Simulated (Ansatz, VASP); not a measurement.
One calculation of C, two programs

```
CELL_PARAMETERS angstrom
2.20000 0.00000 0.00000
-1.10000 1.90526 0.00000
0.00000 0.00000 28.00000
ATOMIC_POSITIONS crystal
C 0.33333 0.66667 0.50000
C 0.66667 0.33333 0.50000
```

Alike in both runs: task single point; functional LDA; k mesh 21 × 21 × 1; occupations gaussian, width 0.1 eV; no spin polarisation.

|  | VASP | Ansatz |
| --- | --- | --- |
| version | VASP 6.6.1 | Ansatz 0.2.0 |
| potentials or method | VASP PAW LDA potentials, release 64 (C), cutoff 520 eV | scalar-relativistic, plane waves, PAW |
| valence electrons in the cell | 8 | 8 |

```tsv
	VASP	Ansatz	Ansatz less VASP
gap on the k mesh at the Fermi level (eV)	none	none	-
work function, face that differs most (eV)	3.42	3.43	+0.005
```

LDA's correlation is that of Perdew and Zunger in VASP and of Perdew and Wang (1992) in Ansatz. A gap of «none» marks a metal or a gap that the smearing closes.
